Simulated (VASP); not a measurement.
# Al (P6_3/mmc) in VASP: a series of runs

The runs below take Al through single point, with r2SCAN.

Everything below comes from runs of VASP 6.6.1. Logs are shortened: lines on timing, memory, paths and dates and some standing lists are left out, and cuts for length are marked.

## 1. The cell of the first run

It takes space group P6_3/mmc (No. 194, hexagonal). Conventional cell: a = 2.650 Å, b = 2.650 Å, c = 4.494 Å, α = 90.00°, β = 90.00°, γ = 120.00°. Al (site symmetry -6m2) has 12 Al at 2.65 to 2.72 Å within 3.5 Å.

## 2. Single point, r2SCAN

Input file POSCAR:

```
Al
1.0
    2.6504253234      0.0000000000      0.0000000000
   -1.3252126617      2.2953356609      0.0000000000
    0.0000000000      0.0000000000      4.4942476714
Al
2
Direct
    0.3333333333      0.6666666667      0.2500000000
    0.6666666667      0.3333333333      0.7500000000
```

Input file INCAR.step1:

```
PREC = Accurate
ENCUT = 520
ISMEAR = 1
SIGMA = 0.1
LREAL = False
LASPH = True
NELM = 80
NBANDS = 10
GGA = PE
ALGO = Normal
EDIFF = 1E-4
LWAVE = True
LCHARG = False
```

Input file INCAR.step2:

```
PREC = Accurate
ENCUT = 520
EDIFF = 1E-7
ISMEAR = 1
SIGMA = 0.1
LREAL = False
LASPH = True
NELM = 80
ALGO = Normal
ISIF = 2
LWAVE = False
LCHARG = False
METAGGA = R2SCAN
LMIXTAU = True
NBANDS = 10
ISTART = 1
```

Input file KPOINTS:

```
Automatic mesh
0
Gamma
  9 9 5
```

Potentials or basis: VASP PAW PBE potentials, release 64 (Al).

On the command line:

```
cat potpaw_PBE.64/Al/POTCAR > POTCAR
cp INCAR.step1 INCAR
mpirun -np 1 vasp_std > vasp.out
cp INCAR.step2 INCAR
mpirun -np 1 vasp_std > vasp.out
```

OUTCAR:

```text
PREC = Accurate
   ENCUT = 520
   EDIFF = 1E-7
   ISMEAR = 1
   LREAL = False
   LASPH = True
   NELM = 80
   ISIF = 2
   METAGGA = R2SCAN
   ISTART = 1

 ion  position               nearest neighbor table
   1  0.333  0.667  0.250-   2 2.72   2 2.72   2 2.72   2 2.72   2 2.72   2 2.72
   2  0.667  0.333  0.750-   1 2.72   1 2.72   1 2.72   1 2.72   1 2.72   1 2.72

  LATTYP: Found a hexagonal cell.
 ALAT       =     2.6504253234
 C/A-ratio  =     1.6956703634

  Lattice vectors:

 A1 = (   2.6504253234,   0.0000000000,   0.0000000000)
 A2 = (  -1.3252126617,   2.2953356609,   0.0000000000)
 A3 = (   0.0000000000,   0.0000000000,   4.4942476714)

Analysis of symmetry for initial positions (statically):
=====================================================================
 Subroutine PRICEL returns:
 Original cell was already a primitive cell.

 Routine SETGRP: Setting up the symmetry group for a
 hexagonal supercell.

 Subroutine GETGRP returns: Found 24 space group operations
 (whereof 12 operations were pure point group operations)
 out of a pool of 24 trial point group operations.

The static configuration has the point symmetry D_3d.
 The point group associated with its full space group is D_6h.

Analysis of symmetry for dynamics (positions and initial velocities):
=====================================================================
 Subroutine PRICEL returns:
 Original cell was already a primitive cell.

 Routine SETGRP: Setting up the symmetry group for a
 hexagonal supercell.

 Subroutine GETGRP returns: Found 24 space group operations
 (whereof 12 operations were pure point group operations)
 out of a pool of 24 trial point group operations.

The dynamic configuration has the point symmetry D_3d.
 The point group associated with its full space group is D_6h.

 Subroutine INISYM returns: Found 24 space group operations
 (whereof 12 operations are pure point group operations),
 and found     1 'primitive' translations

----------------------------------------------------------------------------------------

                                     Primitive cell

  volume of cell :      27.3413

  direct lattice vectors                    reciprocal lattice vectors
     2.650425323  0.000000000  0.000000000     0.377297934  0.217833064  0.000000000
    -1.325212662  2.295335661  0.000000000     0.000000000  0.435666128  0.000000000
     0.000000000  0.000000000  4.494247671     0.000000000  0.000000000  0.222506651

  length of vectors
[... 83 lines left out ...]
   LREAL  =      F    real-space projection
   EDIFFG = 0.1E-05   stopping-criterion for IOM
   NSW    =      0    number of steps for IOM
   IBRION =     -1    ionic relax: 0-MD 1-quasi-New 2-CG
   NFREE  =      0    steps in history (QN), initial steepest desc. (CG)
   ISIF   =      2    stress and relaxation
   ISYM   =      2    0-nonsym 1-usesym 2-fastsym
   POTIM  = 0.5000    time-step for ionic-motion
   TEBEG  =    0.0;   TEEND  =   0.0 temperature during run
   PSTRESS=    0.0 pullay stress
   NELECT =       6.0000    total number of electrons
   NUPDOWN=      -1.0000    fix difference up-down
   EMIN   =  10.00;   EMAX   =-10.00  energy-range for DOS
   EFERMI =   0.00;   METHOD = LEGACY
   ISMEAR =     1;   SIGMA  =   0.10  broadening in eV -4-tet -1-fermi 0-gaus
   EFERMI_NEDOS =   21; number of points for ismear=-14 and -15
   IALGO  =     38    algorithm
   IMIX   =      4    mixing-type and parameters
     AMIX     =   0.40;   BMIX     =  1.00
     AMIX_MAG =   1.60;   BMIX_MAG =  1.00
  volume/ion in A,a.u.               =      13.67        92.25
  Fermi-wavevector in a.u.,A,eV,Ry     =   0.987459  1.866027 13.266699  0.975075
  Thomas-Fermi vector in A             =   2.118914
   LORBIT       =      0    0 simple, 1 ext, 2 COOP (PROOUT), +10 PAW based schemes
   METAGGA = R2SCAN    functional components
   LHFCALC =     F    Hartree Fock is set to
   AEXX    =    0.0000 exact exchange contribution
   IVDW    =     0    specifies the selected vdW correction
   LEPSILON=     F    determine dielectric tensor
   LRPA    =     F    only Hartree local field effects (RPA)
 non-spin polarized calculation
 Methfessel and Paxton  Order N= 1 SIGMA  =   0.10
  energy-cutoff  :      520.00
  volume of cell :       27.34
 maximum number of plane-waves:       762
 NGX is ok and might be reduce to    20
   NGX =  9   NGY =  9   NGZ = 17

 number of electron       6.0000000 magnetization

 Free energy of the ion-electron system (eV)
  ---------------------------------------------------
  ext. energy  EPLUGINS =         0.00000000
  ---------------------------------------------------
  free energy    TOTEN  =       -13.15925065 eV

  energy without entropy =      -13.15912360  energy(sigma->0) =      -13.15920830

 E-fermi :  10.1233     XC(G=0): -11.6262

 val. band max:       10.0330227557   @ k =   0.3333   0.2222   0.2000
 cond. band min:      10.1388385082   @ k =   0.3333   0.3333   0.4000
 fundamental gap:      0.1058157525
 Fermi energy:        10.1233361584

 k-point     1 :       0.0000    0.0000    0.0000
  band No.  band energies     occupation
      1      -3.1223      2.00000
      2       4.0632      2.00000
      3       4.7999      2.00000
      4      23.2839      0.00000
      5      23.4127      0.00000
      6      23.4127      0.00000
      7      23.8315      0.00000
      8      23.8315      0.00000
      9      26.6546      0.00000
     10      27.7539      0.00000
[... 287 lines left out ...]
 k-point    24 :       0.3333    0.3333    0.2000
  band No.  band energies     occupation
      1       6.4183      2.00000
      2       6.6413      2.00000
      3       6.6413      2.00000
      4      10.7124     -0.00000
      5      11.6134     -0.00000
      6      11.6134     -0.00000
      7      16.6430      0.00000
      8      17.9293      0.00000
      9      17.9293      0.00000
     10      29.4174      0.00000

 [... further k-points ...]
[... 5 lines left out ...]
  --------------------------------------------------------------------------------------
  -------------------------------------------------------------------------------------
  Total        3.3358893      3.3358893      3.3332501      0.0000000      0.0000000      0.0000000
  in kB      195.4804996    195.4804996    195.3258428      0.0000000      0.0000000      0.0000000
  external PRESSURE =     195.4289473 kB  Pullay stress =       0.0000000 kB

 VOLUME and BASIS-vectors are now :
 -----------------------------------------------------------------------------
  energy-cutoff  :      520.00
  volume of cell :       27.34
      direct lattice vectors                 reciprocal lattice vectors
     2.650425323  0.000000000  0.000000000     0.377297934  0.217833064  0.000000000
    -1.325212662  2.295335661  0.000000000     0.000000000  0.435666128  0.000000000
     0.000000000  0.000000000  4.494247671     0.000000000  0.000000000  0.222506651

 POSITION                                       TOTAL-FORCE (eV/Angst)
 -----------------------------------------------------------------------------------
     -0.00000      1.53022      1.12356        -0.000000     -0.000000      0.000000
      1.32521      0.76511      3.37069         0.000000      0.000000      0.000000
 -----------------------------------------------------------------------------------
    total drift:                                0.000000     -0.000000     -0.000000

  FREE ENERGIE OF THE ION-ELECTRON SYSTEM (eV)
  ---------------------------------------------------
  free  energy   TOTEN  =       -13.1592506528 eV

  energy  without entropy=      -13.1591235964  energy(sigma->0) =      -13.15920830
```

OUTCAR.step1:

```text
PREC = Accurate
   ENCUT = 520
   ISMEAR = 1
   LREAL = False
   LASPH = True
[... 537 lines left out ...]
     -0.00000      1.53022      1.12356         0.000000     -0.000000      0.000000
      1.32521      0.76511      3.37069         0.000000      0.000000      0.000000
 -----------------------------------------------------------------------------------
    total drift:                                0.000000     -0.000000     -0.000000

  FREE ENERGIE OF THE ION-ELECTRON SYSTEM (eV)
  ---------------------------------------------------
  free  energy   TOTEN  =        -7.0803631230 eV

  energy  without entropy=       -7.0787520128  energy(sigma->0) =       -7.07982609
```

OSZICAR.step1:

```text
N       E                     dE             d eps       ncg     rms          rms(c)
DAV:   1     0.121370410889E+01    0.12137E+01   -0.23869E+03   720   0.484E+02
DAV:   2    -0.693260299323E+01   -0.81463E+01   -0.76950E+01   962   0.592E+01
DAV:   3    -0.714030925328E+01   -0.20771E+00   -0.20555E+00   918   0.704E+00
DAV:   4    -0.714128263378E+01   -0.97338E-03   -0.97332E-03   898   0.580E-01
DAV:   5    -0.714129087999E+01   -0.82462E-05   -0.82458E-05   862   0.529E-02    0.237E+00
DAV:   6    -0.710541088274E+01    0.35880E-01   -0.18849E-03   832   0.240E-01    0.137E+00
DAV:   7    -0.708049180858E+01    0.24919E-01   -0.58279E-03   748   0.386E-01    0.214E-01
DAV:   8    -0.708036805817E+01    0.12375E-03   -0.10615E-04   874   0.610E-02    0.124E-01
DAV:   9    -0.708036312295E+01    0.49352E-05   -0.37016E-06   426   0.120E-02
   1 F= -.70803631E+01 E0= -.70798261E+01  d E =-.161111E-02
```

It took 23 s on 1 thread of Intel Xeon 6975P-C (Granite Rapids), shared host; peak memory 0.13 GiB.

What came out:

```
Free energy            : -13.1593 eV
Pressure               : 19.5 GPa
Band gap on the k mesh : zero (band 3 reaches 12.56 eV, above the bottom of band 4 at 7.35 eV)
```

Caveat: the PAW data sets were made with another functional, which shifts forces and pressure a little.

## 3. Single point, r2SCAN

This run uses another cell than the first one, of 14.67 Å³/atom, 1.073 times its volume.

Input file POSCAR:

```
Al
1.0
    2.7112647238      0.0000000000      0.0000000000
   -1.3556323619      2.3480241272      0.0000000000
    0.0000000000      0.0000000000      4.6097162367
Al
2
Direct
    0.3333333333      0.6666666667      0.2500000000
    0.6666666667      0.3333333333      0.7500000000
```

INCAR.step1 is that of step 2.

Changes to INCAR.step2 since step 2:

```diff
@@ -2,3 +2,3 @@
 ENCUT = 520
-EDIFF = 1E-7
+EDIFF = 1E-6
 ISMEAR = 1
```

Input file KPOINTS:

```
regular mesh
0
Gamma
  9 9 5
```

Potentials or basis: VASP PAW PBE potentials, release 64 (Al).

On the command line:

```
cat potpaw_PBE.64/Al/POTCAR > POTCAR
cp INCAR.step1 INCAR
mpirun -np 1 vasp_std > vasp.out
cp INCAR.step2 INCAR
mpirun -np 1 vasp_std > vasp.out
```

OUTCAR:

```text
PREC = Accurate
   ENCUT = 520
   EDIFF = 1E-6
   ISMEAR = 1
   LREAL = False
   LASPH = True
   NELM = 80
   ISIF = 2
   METAGGA = R2SCAN
   ISTART = 1

 ion  position               nearest neighbor table
   1  0.333  0.667  0.250-   2 2.79   2 2.79   2 2.79   2 2.79   2 2.79   2 2.79
   2  0.667  0.333  0.750-   1 2.79   1 2.79   1 2.79   1 2.79   1 2.79   1 2.79

  LATTYP: Found a hexagonal cell.
 ALAT       =     2.7112647238
 C/A-ratio  =     1.7002088347

  Lattice vectors:

 A1 = (   2.7112647238,   0.0000000000,   0.0000000000)
[... 491 lines left out ...]
      5      10.6547     -0.00000
      6      10.6547     -0.00000
      7      15.6770      0.00000
      8      16.5125      0.00000
      9      16.5125      0.00000
     10      27.6578      0.00000

 [... further k-points ...]
[... 5 lines left out ...]
  --------------------------------------------------------------------------------------
  -------------------------------------------------------------------------------------
  Total        1.7523133      1.7523133      1.7553105      0.0000000      0.0000000      0.0000000
  in kB       95.6695358     95.6695358     95.8331701      0.0000000      0.0000000      0.0000000
  external PRESSURE =      95.7240806 kB  Pullay stress =       0.0000000 kB

 VOLUME and BASIS-vectors are now :
 -----------------------------------------------------------------------------
  energy-cutoff  :      520.00
  volume of cell :       29.35
      direct lattice vectors                 reciprocal lattice vectors
     2.711264724  0.000000000  0.000000000     0.368831561  0.212945001  0.000000000
    -1.355632362  2.348024127  0.000000000     0.000000000  0.425890002  0.000000000
     0.000000000  0.000000000  4.609716237     0.000000000  0.000000000  0.216933093

 POSITION                                       TOTAL-FORCE (eV/Angst)
 -----------------------------------------------------------------------------------
     -0.00000      1.56535      1.15243         0.000000     -0.000000      0.000000
      1.35563      0.78267      3.45729        -0.000000      0.000000      0.000000
 -----------------------------------------------------------------------------------
    total drift:                                0.000000     -0.000000      0.000000

  FREE ENERGIE OF THE ION-ELECTRON SYSTEM (eV)
  ---------------------------------------------------
  free  energy   TOTEN  =       -13.3379979294 eV

  energy  without entropy=      -13.3363658208  energy(sigma->0) =      -13.33745389
```

OUTCAR.step1:

```text
PREC = Accurate
   ENCUT = 520
   ISMEAR = 1
   LREAL = False
   LASPH = True
[... 536 lines left out ...]
     -0.00000      1.56535      1.15243         0.000000     -0.000000      0.000000
      1.35563      0.78267      3.45729        -0.000000      0.000000      0.000000
 -----------------------------------------------------------------------------------
    total drift:                                0.000000     -0.000000      0.000000

  FREE ENERGIE OF THE ION-ELECTRON SYSTEM (eV)
  ---------------------------------------------------
  free  energy   TOTEN  =        -7.3023184832 eV

  energy  without entropy=       -7.3011081572  energy(sigma->0) =       -7.30191504
```

Run time: 18 s. Hardware: 1 thread of Intel Xeon 6975P-C (Granite Rapids), shared host; peak memory 0.14 GiB.

Results:

| Item | Value |
| --- | --- |
| Free energy | -13.3380 eV |
| Pressure | 9.6 GPa |
| Band gap on the k mesh | zero (band 3 reaches 11.69 eV, above the bottom of band 4 at 6.59 eV) |

Levels at points of the mesh, in eV from the Fermi level:
```csv
k point,band 1,band 2,band 3,band 4,band 5,band 6
"(0.00, 0.00, 0.00)",-12.68,-5.73,-5.22,12.76,12.91,12.91
```

Caveat: the PAW data sets were made with another functional, which shifts forces and pressure a little.

## 4. Single point, r2SCAN

This run uses another cell than the first one, of 15.30 Å³/atom, 1.119 times its volume.

Input file POSCAR:

```
Al
1.0
    2.7475398383      0.0000000000      0.0000000000
   -1.3737699192      2.3794392979      0.0000000000
    0.0000000000      0.0000000000      4.6803774988
Al
2
Direct
    0.3333333333      0.6666666667      0.2500000000
    0.6666666667      0.3333333333      0.7500000000
```

Input file INCAR.step1:

```
  ALGO = Normal
  EDIFF = 1E-4
  ENCUT = 520
  GGA = PE
  ISMEAR = 1
  LASPH = T
  LCHARG = F
  LREAL = F
  LWAVE = T
  NBANDS = 10
  NELM = 60
  PREC = Accurate
  SIGMA = 0.1
```

Input file INCAR.step2:

```
  ALGO = Normal
  EDIFF = 1E-7
  ENCUT = 520
  ISIF = 2
  ISMEAR = 1
  ISTART = 1
  LASPH = T
  LCHARG = F
  LMIXTAU = T
  LREAL = F
  LWAVE = F
  METAGGA = R2SCAN
  NBANDS = 10
  NELM = 60
  PREC = Accurate
  SIGMA = 0.1
```

Input file KPOINTS:

```
k-points
0
Gamma
  9 9 5
```

On the command line:

```
cat potpaw_PBE.64/Al/POTCAR > POTCAR
cp INCAR.step1 INCAR
mpirun -np 1 vasp_std > vasp.out
cp INCAR.step2 INCAR
mpirun -np 1 vasp_std > vasp.out
```

Wall time 18 s (1 thread of Intel Xeon 6975P-C (Granite Rapids), shared host); peak memory 0.13 GiB.

Results (log left out):

* Free energy: -13.3927 eV
* Pressure: 4.6 GPa
* Band gap on the k mesh: zero (band 3 reaches 11.20 eV, above the bottom of band 4 at 6.16 eV)

Stress tensor (GPa, compression positive):
```
4.64 0.00 0.00
0.00 4.64 0.00
0.00 0.00 4.56
```

Levels at points of the mesh, in eV from the Fermi level:
```
           k point  band 1  band 2  band 3  band 4  band 5  band 6  band 7
(0.00, 0.00, 0.00)  -12.39   -5.57   -5.19   12.50   12.67   12.67   12.75
```

Caveat: the PAW data sets were made with another functional, which shifts forces and pressure a little.

## 5. Overview

| cell | gap on the mesh (eV) | pressure (GPa) |
| --- | --- | --- |
| a = 2.650, b = 2.650, c = 4.494 Å, angles 90.0, 90.0, 120.0°, 2 atoms | none | 19.5 |
| a = 2.711, b = 2.711, c = 4.610 Å, angles 90.0, 90.0, 120.0°, 2 atoms | none | 9.6 |
| a = 2.748, b = 2.748, c = 4.680 Å, angles 90.0, 90.0, 120.0°, 2 atoms | none | 4.6 |

Alike in all rows: task single point; level r2SCAN; potentials or basis VASP PAW PBE potentials, release 64 (Al); no spin polarisation; k mesh 9 × 9 × 5; cutoff (eV) 520; smearing methfessel-paxton 0.1 eV.

Caveats: the PAW data sets were made with another functional, which shifts forces and pressure a little.

Total energies depend on the potentials used, so only differences within one code and one set of settings carry meaning.
